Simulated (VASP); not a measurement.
## K: single point with LDA

Crystal: K.

```
CELL_PARAMETERS angstrom
-2.52196 2.52196 2.52196
2.52196 -2.52196 2.52196
2.52196 2.52196 -2.52196
ATOMIC_POSITIONS crystal
K 0.00000 0.00000 0.00000
```

```
Program                : VASP 6.6.1
Task                   : single point
Functional             : LDA
Potentials or basis    : VASP PAW LDA potentials, release 64 (K_sv)
Cutoff                 : 520 eV
k mesh                 : 7 × 7 × 7
Occupations            : gaussian, width 0.05 eV
Spin                   : no spin polarisation
Dipole correction      : no
Further INCAR settings : ALGO = Normal; EDIFF = 1e-07; NBANDS = 10
```

```
Pressure               : 0.0 GPa
Band gap on the k mesh : zero (an odd number of electrons rules out a gap without spin polarisation)
```

Levels at points of the mesh, in eV from the Fermi level:
```csv
k point,band 2,band 3,band 4,band 5,band 6,band 7,band 8,band 9
"(0.00, 0.00, 0.00)",-15.36,-15.36,-15.36,-2.32,4.33,4.33,4.33,5.36
```

Run time: 5 s on 1 thread of AMD EPYC 9R45 96-Core Processor (Zen 5) (shared host), peak memory 0.12 GiB.
